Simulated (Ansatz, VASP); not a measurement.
## One calculation of InSe, two programs

File INCAR:

```
ALGO = Normal
EDIFF = 1E-6
ENCUT = 400
GGA = PE
GGA_COMPAT = False
ISIF = 2
ISMEAR = -1
LASPH = True
LCHARG = True
LELF = True
LREAL = False
LVHAR = True
LWAVE = False
NBANDS = 16
NELM = 120
NELMDL = -8
PREC = Accurate
SIGMA = 0.02
```

The input KPOINTS:

```
k-points
0
Gamma
  9 9 1
```

Contents of POSCAR:

```
InSe
1.0
    4.0500000000      0.0000000000      0.0000000000
   -2.0250000000      3.5074028853      0.0000000000
    0.0000000000      0.0000000000     15.9311500000
In Se
1 1
Direct
    0.3333333300      0.6666666700      0.4707758100
    0.6666666700      0.3333333300      0.5298518911
```

Input for Ansatz:

```yaml
crystal:
  lattice:
    - [4.05, 0.0, 0.0]
    - [-2.025, 3.5074028853, 0.0]
    - [0.0, 0.0, 15.93115]
  atoms:
    - { symbol: In, position: [0.33333333, 0.66666667, 0.47077581] }
    - { symbol: Se, position: [0.66666667, 0.33333333, 0.5298518911] }
hamiltonian:
  xc: pbe
  pseudopotentials:
    kind: all_electron
    lapw: { basis_error: 0.0003, muffin_tin_radii: { Se: 1.069, In: 1.159 } }
kpoints:
  mp_grid: { grid: [9, 9, 1] }
scf:
  occupations: { method: fermi_dirac, width: 0.02 }
  convergence: { dr2_threshold: 1.0e-09 }
output:
  eigenvalues: true
  forces: true
```

Alike in both runs: task single point; functional PBE; k mesh 9 × 9 × 1; occupations fermi-dirac, width 0.02 eV; no spin polarisation.

```csv
,VASP,Ansatz
version,VASP 6.6.1,Ansatz 0.2.0
potentials or method,"VASP PAW PBE potentials, release 64 (In_d, Se), cutoff 400 eV","all-electron LAPW, scalar-relativistic"
```

```tsv
	VASP	Ansatz	Ansatz less VASP
gap on the k mesh at the Fermi level (eV)	none	none	-
rms of the force components (eV/Å)	1.074	1.067	-0.0072
```

Atom by atom the forces differ by 0.007 eV/Å (rms over components). A gap of «none» marks a metal or a gap that the smearing closes. Ansatz ran all-electron here, and VASP with PAW potentials.
